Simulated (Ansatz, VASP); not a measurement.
# Two plane-wave programs on NaF

```
CELL_PARAMETERS angstrom
2.79349 0.00000 0.00000
0.00000 2.79349 0.00000
0.00000 0.00000 2.79349
ATOMIC_POSITIONS crystal
Na 0.00000 0.00000 0.00000
F 0.50000 0.50000 0.50000
```

Alike in both runs: task single point; functional PBE; k mesh 6 × 6 × 6; no spin polarisation.

|  | VASP | Ansatz |
| --- | --- | --- |
| version | VASP 6.6.1 | Ansatz 0.2.0 |
| potentials or method | VASP PAW PBE potentials, release 64 (Na_pv, F) | plane waves |
| plane-wave cutoff (eV) | 520 | 420 |
| occupations | methfessel-paxton of order 1, width 0.001 eV | cold, width 0.001 eV |
| valence electrons in the cell | 14 | 16 |

Ansatz gave:

| Quantity | Value |
| --- | --- |
| gap on the k mesh at the Fermi level (eV) | 6.13 |
| pressure (GPa) | 4.4 |

Problem. Estimate VASP's values.

Solution. gap on the k mesh at the Fermi level (eV): 6.11; pressure (GPa): 4.2.

VASP's potentials hold 14 valence electrons a cell and Ansatz's 16, so a difference there can come from the potentials and not from the codes.
